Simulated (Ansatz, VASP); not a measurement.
# One calculation of TeMo5, two programs

The input INCAR:

```
SYSTEM = TeMo5
ALGO     = Normal         ! electronic algorithm
EDIFF    = 1E-7           ! SCF threshold, eV
ENCUT    = 520            ! plane-wave cutoff, eV
GGA      = PE             ! functional
ISIF     = 2              ! what is computed and relaxed
ISMEAR   = 0              ! smearing method
LASPH    = .TRUE.         ! aspherical terms in the spheres
LCHARG   = .FALSE.        ! write CHGCAR
LREAL    = .FALSE.        ! projectors in reciprocal space
LWAVE    = .FALSE.        ! write WAVECAR
NBANDS   = 47             ! bands
NELM     = 80             ! most SCF steps
PREC     = Accurate       ! precision mode
SIGMA    = 0.1            ! smearing width, eV
```

File KPOINTS:

```
k-points
0
G
  3 3 4
  0 0 0
```

The input POSCAR:

```
TeMo5
1.0
    5.8045921500      0.0000000000      0.0000000000
   -2.9022960700      5.0269242600      0.0000000000
    0.0000000000      0.0000000000      4.7340730800
Te Mo
1 5
Direct
    0.0000000000      0.0000000000      0.0000000000
    0.5000000000      0.0000000000      0.5000000000
    0.5000000000      0.5000000000      0.5000000000
    0.0000000000      0.5000000000      0.5000000000
    0.3333333300      0.6666666700      0.0000000000
    0.6666666700      0.3333333300      0.0000000000
```

Input for Ansatz:

```yaml
crystal:
  lattice:
    - [5.80459215, 0.0, 0.0]
    - [-2.90229607, 5.02692426, 0.0]
    - [0.0, 0.0, 4.73407308]
  atoms:
    - { symbol: Te, position: [0.0, 0.0, 0.0] }
    - { symbol: Mo, position: [0.5, 0.0, 0.5] }
    - { symbol: Mo, position: [0.5, 0.5, 0.5] }
    - { symbol: Mo, position: [0.0, 0.5, 0.5] }
    - { symbol: Mo, position: [0.33333333, 0.66666667, 0.0] }
    - { symbol: Mo, position: [0.66666667, 0.33333333, 0.0] }
basis:
  ecutwfc: 420
kpoints:
  mp_grid: { grid: [3, 3, 4] }
hamiltonian:
  xc: pbe
scf:
  occupations: { method: gaussian, width: 0.1 }
  lower_state_search: "off"
output:
  forces: true
  stress: true
  eigenvalues: true
```

Change from the starting cell: species swapped into the YNi5 type (P6/mmm, No. 191).

Alike in both runs: task single point; functional PBE; k mesh 3 × 3 × 4; occupations gaussian, width 0.1 eV; no spin polarisation.

|  | VASP | Ansatz |
| --- | --- | --- |
| version | VASP 6.6.1 | Ansatz 0.2.0 |
| potentials or method | VASP PAW PBE potentials, release 64 (Te, Mo_sv), cutoff 520 eV | scalar-relativistic, plane waves, PAW |
| valence electrons in the cell | 76 | 86 |

|  | VASP | Ansatz | Ansatz less VASP |
| --- | --- | --- | --- |
| gap on the k mesh at the Fermi level (eV) | none | none | - |
| pressure (GPa) | -23.6 | -23.7 | -0.11 |
| traceless stress, the component that is largest in VASP (GPa) | 1.71 | 1.69 | -0.015 |

A gap of «none» marks a metal or a gap that the smearing closes. The functional is the same, so the differences come from potentials, cutoffs and numerics. VASP's potentials hold 76 valence electrons a cell and Ansatz's 86, so a difference there can come from the potentials and not from the codes.

The k mesh is coarse, so the values compare programs but aren't converged. Neither program's run includes spin-orbit coupling.
